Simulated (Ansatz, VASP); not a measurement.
**MoS2: VASP beside Ansatz**

```
Mo S
1.0
     1.53990    0.82683    5.79705
    -1.53990    0.82683    5.79705
     0.00000   -1.65366    5.79705
Mo S
1 2
Direct
  0.00000 0.00000 0.00000
  0.73467 0.73467 0.80834
  0.26533 0.26533 0.19166
```

Change from the starting cell: mode 7 frozen in at -0.131 Å, normal strain along y -0.0700.

Alike in both runs: task single point; functional PBEsol; dispersion D3(BJ); k mesh 15 × 15 × 15; occupations gaussian, width 0.15 eV; no spin polarisation.

|  | VASP | Ansatz |
| --- | --- | --- |
| version | VASP 6.6.1 | Ansatz 0.2.0 |
| potentials or method | VASP PAW PBE potentials, release 64 (Mo_sv, S), cutoff 520 eV | scalar-relativistic, plane waves, PAW |
| valence electrons in the cell | 26 | 26 |

|  | VASP | Ansatz | Ansatz less VASP |
| --- | --- | --- | --- |
| gap on the k mesh at the Fermi level (eV) | none | none | - |
| pressure (GPa) | 14.2 | 14.2 | -0.03 |
| traceless stress, the component that is largest in VASP (GPa) | 8.01 | 8.00 | -0.016 |
| rms of the force components (eV/Å) | 0.546 | 0.549 | +0.0031 |

VASP's potentials were made for PBE, not for PBEsol, and Ansatz warns of the same on its side. Atom by atom the forces differ by 0.004 eV/Å (rms over components). A gap of «none» marks a metal or a gap that the smearing closes.
